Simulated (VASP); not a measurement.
# Ge (P6_3/mmc) in VASP: notebook

The runs below take Ge through single point, relaxation of the atoms, with PBEsol.

Program: VASP 6.6.1. These are calculated values, not measurements. Logs are shortened: lines on timing, memory, paths and dates and some standing lists are left out, and cuts for length are marked.

### 1 The cell of the first run

Symmetry: P6_3/mmc, No. 194, hexagonal system. The conventional cell has a = 3.990 Å, b = 3.990 Å, c = 6.580 Å, α = 90.00°, β = 90.00°, γ = 120.00°. Within 3.2 Å of Ge (site symmetry 3m) lie 4 Ge at 2.45 to 2.46 Å.

### 2 Single point, PBEsol

The input, INCAR:

```
PREC = Accurate
ENCUT = 520
EDIFF = 1E-6
ISMEAR = 0
SIGMA = 0.1
LREAL = False
LASPH = True
NELM = 100
ALGO = Normal
ISIF = 2
LWAVE = False
LCHARG = True
GGA = PS
LELF = True
LVHAR = True
NBANDS = 36
```

The input, KPOINTS:

```
Automatic mesh
0
Gamma
  12 12 6
```

The input, POSCAR:

```
Ge
1.0
    3.9900000000      0.0000000000      0.0000000000
   -1.9950000000      3.4554413611      0.0000000000
    0.0000000000      0.0000000000      6.5800000000
Ge
4
Direct
    0.3333333333      0.6666666667     -0.0001530821
    0.6666666667      0.3333333333      0.4998469179
    0.3333333333      0.6666666667      0.3741530821
    0.6666666667      0.3333333333      0.8741530821
```

Potentials or basis: VASP PAW PBE potentials, release 64 (Ge_d).

Run with:

```sh
$ cat potpaw_PBE.64/Ge_d/POTCAR > POTCAR
$ mpirun -np 1 vasp_std > vasp.out
```

OUTCAR:

```text
PREC = Accurate
   ENCUT = 520
   EDIFF = 1E-6
   ISMEAR = 0
   LREAL = False
   LASPH = True
   NELM = 100
   ISIF = 2
   GGA = PS

 ion  position               nearest neighbor table
   1  0.333  0.667  1.000-   4 2.45   4 2.45   4 2.45   3 2.46
   2  0.667  0.333  0.500-   3 2.45   3 2.45   3 2.45   4 2.46
   3  0.333  0.667  0.374-   2 2.45   2 2.45   2 2.45   1 2.46
   4  0.667  0.333  0.874-   1 2.45   1 2.45   1 2.45   2 2.46

  LATTYP: Found a hexagonal cell.
 ALAT       =     3.9900000000
 C/A-ratio  =     1.6491228070

  Lattice vectors:

 A1 = (   3.9900000000,   0.0000000000,   0.0000000000)
 A2 = (  -1.9950000000,   3.4554413611,   0.0000000000)
 A3 = (   0.0000000000,   0.0000000000,   6.5800000000)

Analysis of symmetry for initial positions (statically):
=====================================================================
 Subroutine PRICEL returns:
 Original cell was already a primitive cell.

 Routine SETGRP: Setting up the symmetry group for a
 hexagonal supercell.

 Subroutine GETGRP returns: Found 24 space group operations
 (whereof  6 operations were pure point group operations)
 out of a pool of 24 trial point group operations.

The static configuration has the point symmetry C_3v.
 The point group associated with its full space group is D_6h.

Analysis of symmetry for dynamics (positions and initial velocities):
=====================================================================
 Subroutine PRICEL returns:
 Original cell was already a primitive cell.

 Routine SETGRP: Setting up the symmetry group for a
 hexagonal supercell.

 Subroutine GETGRP returns: Found 24 space group operations
 (whereof  6 operations were pure point group operations)
 out of a pool of 24 trial point group operations.

The dynamic configuration has the point symmetry C_3v.
 The point group associated with its full space group is D_6h.

 Subroutine INISYM returns: Found 24 space group operations
 (whereof  6 operations are pure point group operations),
 and found     1 'primitive' translations

----------------------------------------------------------------------------------------

                                     Primitive cell

  volume of cell :      90.7198
[... 83 lines left out ...]
 SYSTEM =  unknown system
   PREC   = accura    normal or accurate (medium, high low for compatibility)
   ISTART =      0    job   : 0-new  1-cont  2-samecut
   ICHARG =      2    charge: 1-file 2-atom 10-const
   ISPIN  =      1    spin polarized calculation?
   LNONCOLLINEAR =      F non collinear calculations
   LSORBIT =      F    spin-orbit coupling
   LASPH  =      T    aspherical Exc in radial PAW
   ENCUT  =  520.0 eV  38.22 Ry    6.18 a.u.   7.42  7.42 12.23*2*pi/ulx,y,z
   NELM   =    100;   NELMIN=  2; NELMDL= -5     # of ELM steps
   EDIFF  = 0.1E-05   stopping-criterion for ELM
   LREAL  =      F    real-space projection
   EDIFFG = 0.1E-04   stopping-criterion for IOM
   NSW    =      0    number of steps for IOM
   IBRION =     -1    ionic relax: 0-MD 1-quasi-New 2-CG
   NFREE  =      0    steps in history (QN), initial steepest desc. (CG)
   ISIF   =      2    stress and relaxation
   ISYM   =      2    0-nonsym 1-usesym 2-fastsym
   POTIM  = 0.5000    time-step for ionic-motion
   TEBEG  =    0.0;   TEEND  =   0.0 temperature during run
   PSTRESS=    0.0 pullay stress
   NELECT =      56.0000    total number of electrons
   NUPDOWN=      -1.0000    fix difference up-down
   EMIN   =  10.00;   EMAX   =-10.00  energy-range for DOS
   EFERMI =   0.00;   METHOD = LEGACY
   ISMEAR =     0;   SIGMA  =   0.10  broadening in eV -4-tet -1-fermi 0-gaus
   EFERMI_NEDOS =   21; number of points for ismear=-14 and -15
   IALGO  =     38    algorithm
   IMIX   =      4    mixing-type and parameters
     AMIX     =   0.40;   BMIX     =  1.00
     AMIX_MAG =   1.60;   BMIX_MAG =  1.00
  volume/ion in A,a.u.               =      22.68       153.05
  Fermi-wavevector in a.u.,A,eV,Ry     =   1.393916  2.634120 26.436161  1.943003
  Thomas-Fermi vector in A             =   2.517516
   LORBIT       =      0    0 simple, 1 ext, 2 COOP (PROOUT), +10 PAW based schemes
   GGA     = PS    functional components
   LHFCALC =     F    Hartree Fock is set to
   AEXX    =    0.0000 exact exchange contribution
   IVDW    =     0    specifies the selected vdW correction
   LEPSILON=     F    determine dielectric tensor
   LRPA    =     F    only Hartree local field effects (RPA)
 non-spin polarized calculation
 Gauss-broadening in eV      SIGMA  =   0.10
  energy-cutoff  :      520.00
  volume of cell :       90.72
 maximum number of plane-waves:      2473
 NGX is ok and might be reduce to    30
   NGX = 15   NGY = 15   NGZ = 25

 number of electron      56.0000049 magnetization

 Free energy of the ion-electron system (eV)
  ---------------------------------------------------
  ext. energy  EPLUGINS =         0.00000000
  ---------------------------------------------------
  free energy    TOTEN  =       -19.68407000 eV

  energy without entropy =      -19.68348540  energy(sigma->0) =      -19.68377770

 E-fermi :   4.9233     XC(G=0): -10.1148

 val. band max:        4.9205111077   @ k =   0.0000   0.0000   0.0000
 cond. band min:       5.0165638972   @ k =   0.0000   0.0000   0.0000
 fundamental gap:      0.0960527895
 Fermi energy:         4.9233469154

 k-point     1 :       0.0000    0.0000    0.0000
  band No.  band energies     occupation
      1     -19.9564      2.00000
      2     -19.9564      2.00000
      3     -19.9181      2.00000
      4     -19.9172      2.00000
      5     -19.9172      2.00000
      6     -19.9044      2.00000
[... 925 lines left out ...]
     35      11.8615      0.00000
     36      12.5466      0.00000

 [... further k-points ...]
[... 5 lines left out ...]
  --------------------------------------------------------------------------------------
  -------------------------------------------------------------------------------------
  Total        0.1503990      0.1503990      0.1785676      0.0000000     -0.0000000      0.0000000
  in kB        2.6561534      2.6561534      3.1536305      0.0000000     -0.0000000      0.0000000
  external PRESSURE =       2.8219791 kB  Pullay stress =       0.0000000 kB

 VOLUME and BASIS-vectors are now :
 -----------------------------------------------------------------------------
  energy-cutoff  :      520.00
  volume of cell :       90.72
      direct lattice vectors                 reciprocal lattice vectors
     3.990000000  0.000000000  0.000000000     0.250626566  0.144699316  0.000000000
    -1.995000000  3.455441361  0.000000000     0.000000000  0.289398631  0.000000000
     0.000000000  0.000000000  6.580000000     0.000000000  0.000000000  0.151975684

 POSITION                                       TOTAL-FORCE (eV/Angst)
 -----------------------------------------------------------------------------------
     -0.00000      2.30363      6.57899        -0.000000      0.000000     -0.001755
      1.99500      1.15181      3.28899         0.000000      0.000000     -0.001755
     -0.00000      2.30363      2.46193        -0.000000     -0.000000      0.001755
      1.99500      1.15181      5.75193         0.000000     -0.000000      0.001755
 -----------------------------------------------------------------------------------
    total drift:                               -0.000000      0.000000      0.000390

  FREE ENERGIE OF THE ION-ELECTRON SYSTEM (eV)
  ---------------------------------------------------
  free  energy   TOTEN  =       -19.6840700001 eV

  energy  without entropy=      -19.6834854048  energy(sigma->0) =      -19.68377770
```

OSZICAR:

```text
N       E                     dE             d eps       ncg     rms          rms(c)
DAV:   1     0.491044420854E+03    0.49104E+03   -0.28143E+04  6364   0.430E+03
DAV:   2     0.661205214862E+02   -0.42492E+03   -0.41370E+03  5472   0.800E+02
DAV:   3    -0.153617086220E+02   -0.81482E+02   -0.80339E+02  5880   0.208E+02
DAV:   4    -0.198980549048E+02   -0.45363E+01   -0.45183E+01  6516   0.570E+01
DAV:   5    -0.199898082560E+02   -0.91753E-01   -0.91715E-01  6088   0.902E+00    0.462E+00
DAV:   6    -0.197816795679E+02    0.20813E+00   -0.10024E-01  6596   0.285E+00    0.262E+00
DAV:   7    -0.196812453638E+02    0.10043E+00   -0.13933E-01  5856   0.272E+00    0.206E-01
DAV:   8    -0.196835101783E+02   -0.22648E-02   -0.15704E-02  6148   0.126E+00    0.106E-01
DAV:   9    -0.196840238162E+02   -0.51364E-03   -0.49788E-04  6376   0.145E-01    0.277E-02
DAV:  10    -0.196840627945E+02   -0.38978E-04   -0.91288E-05  7092   0.124E-01    0.826E-03
DAV:  11    -0.196840694089E+02   -0.66144E-05   -0.10066E-05  4980   0.185E-02    0.283E-03
DAV:  12    -0.196840700001E+02   -0.59111E-06   -0.11036E-06  4324   0.102E-02
   1 F= -.19684070E+02 E0= -.19683778E+02  d E =-.584595E-03
```

Run time: 91 s. Hardware: 1 thread of AMD EPYC 9R45 (Zen 5), shared host; peak memory 0.28 GiB.

Results:

```yaml
Free_energy: -19.6841 eV
Pressure: 0.3 GPa
Band_gap_on_the_k_mesh: zero (band 28 reaches 4.92 eV, above the bottom of band 29 at 4.86 eV)
```

Levels at points of the mesh, in eV from the Fermi level:
| k point | band 26 | band 27 | band 28 | band 29 | band 30 | band 31 |
| --- | --- | --- | --- | --- | --- | --- |
| (0.00, 0.00, 0.00) | -0.18 | -0.16 | 0.00 | 0.09 | 0.09 | 2.21 |
| (0.50, 0.00, 0.00) | -3.13 | -2.89 | -1.48 | 0.42 | 1.60 | 3.47 |
| (0.00, 0.00, 0.50) | -0.90 | -0.90 | -0.90 | 0.63 | 0.63 | 3.32 |
| (0.50, 0.00, 0.50) | -2.60 | -2.47 | -2.47 | 0.45 | 0.45 | 2.02 |

Caveat: the PAW data sets were made with another functional, which shifts forces and pressure a little.

### 3 Relaxation of the atoms, PBEsol

The input, INCAR:

```
ALGO = Normal
EDIFF = 1E-7
EDIFFG = -0.004
ENCUT = 520
GGA = PS
IBRION = 2
ISIF = 2
ISMEAR = 0
LASPH = T
LCHARG = F
LREAL = F
LWAVE = F
NELM = 100
NSW = 80
PREC = Accurate
SIGMA = 0.1
```

The input, KPOINTS:

```
k-points
0
Gamma
  12 12 6
```

The input, POSCAR:

```
Ge
1.0
    3.9900000000      0.0000000000      0.0000000000
   -1.9950000000      3.4554413611      0.0000000000
    0.0000000000      0.0000000000      6.5800000000
Ge
4
Direct
    0.3333333333      0.6666666667      0.0000000000
    0.6666666667      0.3333333333      0.5000000000
    0.3333333333      0.6666666667      0.3740000000
    0.6666666667      0.3333333333      0.8740000000
```

Potentials or basis: VASP PAW PBE potentials, release 64 (Ge_d).

Run with:

```sh
$ cat potpaw_PBE.64/Ge_d/POTCAR > POTCAR
$ mpirun -np 1 vasp_std > vasp.out
```

Run time: 2 min. Hardware: 1 thread of AMD EPYC 9R45 (Zen 5), shared host; peak memory 0.28 GiB.

The run converged. Its results:

* Free energy: -19.6841 eV
* Energy gained by relaxing: 0.0 meV/atom
* Ionic steps: 2
* Pressure after relaxing: 0.3 GPa
* Band gap on the k mesh: zero (band 28 reaches 4.92 eV, above the bottom of band 29 at 4.85 eV)

Final structure:
```cif
data_structure
_symmetry_space_group_name_H-M 'P 1'
_symmetry_Int_Tables_number 1
_cell_length_a 3.9900
_cell_length_b 3.9900
_cell_length_c 6.5800
_cell_angle_alpha 90.000
_cell_angle_beta 90.000
_cell_angle_gamma 120.000
_cell_volume 90.72
loop_
_atom_site_label
_atom_site_type_symbol
_atom_site_fract_x
_atom_site_fract_y
_atom_site_fract_z
_atom_site_occupancy
Ge1 Ge 0.33333 0.66667 0.99982 1
Ge2 Ge 0.66667 0.33333 0.49982 1
Ge3 Ge 0.33333 0.66667 0.37418 1
Ge4 Ge 0.66667 0.33333 0.87418 1
```

Levels at points of the mesh, in eV from the Fermi level:
| k point | band 25 | band 26 | band 27 | band 28 | band 29 | band 30 | band 31 | band 32 |
| --- | --- | --- | --- | --- | --- | --- | --- | --- |
| (0.00, 0.00, 0.00) | -1.53 | -0.18 | -0.16 | 0.00 | 0.09 | 0.09 | 2.21 | 2.21 |
| (0.50, 0.00, 0.00) | -4.67 | -3.13 | -2.89 | -1.48 | 0.42 | 1.60 | 3.47 | 3.65 |
| (0.00, 0.00, 0.50) | -0.90 | -0.90 | -0.90 | -0.90 | 0.63 | 0.63 | 3.32 | 3.32 |
| (0.50, 0.00, 0.50) | -2.60 | -2.60 | -2.47 | -2.47 | 0.45 | 0.45 | 2.02 | 2.02 |

Caveat: the PAW data sets were made with another functional, which shifts forces and pressure a little.

### 4 Single point, PBEsol

The input, INCAR:

```
SYSTEM = Ge
PREC = Accurate
ENCUT = 520
EDIFF = 1E-6
ISMEAR = 0
SIGMA = 0.1
LREAL = .False.
LASPH = .True.
NELM = 100
ALGO = Normal
ISIF = 2
LWAVE = .False.
LCHARG = .False.
GGA = PS
NBANDS = 36
```

The input, KPOINTS:

```
regular mesh
0
Gamma
  6 6 4
  0 0 0
```

POSCAR is that of step 3.

Potentials or basis: VASP PAW PBE potentials, release 64 (Ge_d).

Run with:

```sh
$ cat potpaw_PBE.64/Ge_d/POTCAR > POTCAR
$ mpirun -np 1 vasp_std > vasp.out
```

OUTCAR:

```text
SYSTEM = Ge
   PREC = Accurate
   ENCUT = 520
   EDIFF = 1E-6
   ISMEAR = 0
   LREAL = .False.
   LASPH = .True.
   NELM = 100
   ISIF = 2
   GGA = PS

 ion  position               nearest neighbor table
   1  0.333  0.667  0.000-   4 2.45   4 2.45   4 2.45   3 2.46
   2  0.667  0.333  0.500-   3 2.45   3 2.45   3 2.45   4 2.46
   3  0.333  0.667  0.374-   2 2.45   2 2.45   2 2.45   1 2.46
   4  0.667  0.333  0.874-   1 2.45   1 2.45   1 2.45   2 2.46

  LATTYP: Found a hexagonal cell.
 ALAT       =     3.9900000000
 C/A-ratio  =     1.6491228070

  Lattice vectors:

 A1 = (   3.9900000000,   0.0000000000,   0.0000000000)
 A2 = (  -1.9950000000,   3.4554413611,   0.0000000000)
 A3 = (   0.0000000000,   0.0000000000,   6.5800000000)

Analysis of symmetry for initial positions (statically):
=====================================================================
 Subroutine PRICEL returns:
 Original cell was already a primitive cell.

 Routine SETGRP: Setting up the symmetry group for a
 hexagonal supercell.

 Subroutine GETGRP returns: Found 24 space group operations
 (whereof  6 operations were pure point group operations)
 out of a pool of 24 trial point group operations.

[... 166 lines left out ...]

 val. band max:        4.7722870394   @ k =   0.0000   0.0000   0.0000
 cond. band min:       4.9245247901   @ k =   0.0000   0.0000   0.0000
 fundamental gap:      0.1522377508
 Fermi energy:         4.9188849642

 k-point     1 :       0.0000    0.0000    0.0000
  band No.  band energies     occupation
      1     -19.9508      2.00000
      2     -19.9508      2.00000
      3     -19.9138      2.00000
      4     -19.9112      2.00000
      5     -19.9112      2.00000
      6     -19.9007      2.00000
[... 808 lines left out ...]
     35      11.5298      0.00000
     36      11.5298      0.00000

------------------------ aborting loop because EDIFF is reached ----------------------------------------

  FORCE on cell =-STRESS in cart. coord.  units (eV):
  Direction    XX          YY          ZZ          XY          YZ          ZX
  --------------------------------------------------------------------------------------
  -------------------------------------------------------------------------------------
  Total        0.2970863      0.2970863      0.0157104      0.0000000     -0.0000000     -0.0000000
  in kB        5.2467565      5.2467565      0.2774568      0.0000000     -0.0000000     -0.0000000
  external PRESSURE =       3.5903232 kB  Pullay stress =       0.0000000 kB

 VOLUME and BASIS-vectors are now :
 -----------------------------------------------------------------------------
  energy-cutoff  :      520.00
  volume of cell :       90.72
      direct lattice vectors                 reciprocal lattice vectors
     3.990000000  0.000000000  0.000000000     0.250626566  0.144699316  0.000000000
    -1.995000000  3.455441361  0.000000000     0.000000000  0.289398631  0.000000000
     0.000000000  0.000000000  6.580000000     0.000000000  0.000000000  0.151975684

 POSITION                                       TOTAL-FORCE (eV/Angst)
 -----------------------------------------------------------------------------------
     -0.00000      2.30363      0.00000        -0.000000      0.000000     -0.020720
      1.99500      1.15181      3.29000         0.000000     -0.000000     -0.020720
     -0.00000      2.30363      2.46092        -0.000000      0.000000      0.020720
      1.99500      1.15181      5.75092         0.000000     -0.000000      0.020720
 -----------------------------------------------------------------------------------
    total drift:                               -0.000000      0.000000      0.000479

  FREE ENERGIE OF THE ION-ELECTRON SYSTEM (eV)
  ---------------------------------------------------
  free  energy   TOTEN  =       -19.6432140152 eV

  energy  without entropy=      -19.6419429227  energy(sigma->0) =      -19.64257847
```

It took 27 s on 1 thread of AMD EPYC 9R45 (Zen 5), shared host; peak memory 0.18 GiB.

Results:

```
Free energy   : -19.6432 eV
Pressure      : 0.4 GPa
Largest force : 0.021 eV/Å
```

Forces on the atoms (eV/Å):
```
Ge   0.000  0.000 -0.021
Ge   0.000  0.000 -0.021
Ge   0.000  0.000  0.021
Ge   0.000  0.000  0.021
```

Stress tensor (GPa, compression positive):
```
0.52 0.00 0.00
0.00 0.52 0.00
0.00 0.00 0.03
```

Caveat: the PAW data sets were made with another functional, which shifts forces and pressure a little.

### 5 The runs side by side

| task | cell | k mesh | gap on the mesh (eV) | pressure (GPa) |
| --- | --- | --- | --- | --- |
| single point | as given | 12 × 12 × 6 | none | 0.3 |
| relaxation of the atoms | atoms relaxed | 12 × 12 × 6 | none | 0.3 |
| single point | as given | 6 × 6 × 4 | - | 0.4 |

Alike in all rows: level PBEsol; potentials or basis VASP PAW PBE potentials, release 64 (Ge_d); no spin polarisation; cutoff (eV) 520; smearing gaussian 0.1 eV.

Caveats: the PAW data sets were made with another functional, which shifts forces and pressure a little.

Total energies depend on the potentials used, so only differences within one code and one set of settings carry meaning.
